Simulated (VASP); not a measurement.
Wanted: the native input for a VASP 6.6.1 run.

```yaml
Task: single point
Functional: LDA
Potentials_or_basis: VASP PAW LDA potentials, release 64 (Ru_pv)
Cutoff: 520 eV
k_mesh: 22 × 22 × 22
Occupations: gaussian, width 0.15 eV
Spin: no spin polarisation
Dipole_correction: no
Further_INCAR_settings: ALGO = Fast; EDIFF = 1e-06; NBANDS = 13
```

The structure of Ru lies in POSCAR:

```
Ru
1.0
    0.0000000000      1.9724500000      1.9150000000
    1.9724500000      0.0000000000      1.9150000000
    1.9724500000      1.9724500000      0.0000000000
Ru
1
Direct
    0.0000000000      0.0000000000      0.0000000000
```

This cell differs from its parent crystal: strain +0.030 along x and y, +0.000 along z.

The input as run:

INCAR

```
SYSTEM = Ru
ALGO = Fast ; EDIFF = 1E-6
ENCUT = 520 ; GGA = CA
ISIF = 2 ; ISMEAR = 0
LASPH = .TRUE. ; LCHARG = .TRUE.
LELF = .TRUE. ; LREAL = .FALSE.
LVHAR = .TRUE. ; LWAVE = .FALSE.
NBANDS = 13 ; NELM = 60
PREC = Accurate ; SIGMA = 0.15
```

KPOINTS

```
k-points
0
G
  22 22 22
  0 0 0
```

Potentials or basis: VASP PAW LDA potentials, release 64 (Ru_pv).

The run is started by

```bash
$ cat potpaw_LDA.64/Ru_pv/POTCAR > POTCAR
$ mpirun -np 1 vasp_std > vasp.out
```

Results of the run:

```json
{
  "Pressure": "-32.9 GPa",
  "Band gap on the k mesh": "zero (band 7 reaches 12.93 eV, above the bottom of band 8 at 9.74 eV)"
}
```

Caveat: the cell differs from its parent crystal (strain +0.030 along x and y, +0.000 along z).

It took 55 s on 1 thread of Intel(R) Xeon(R) 6975P-C (Granite Rapids), with other jobs on the host, peak memory 0.25 GiB.
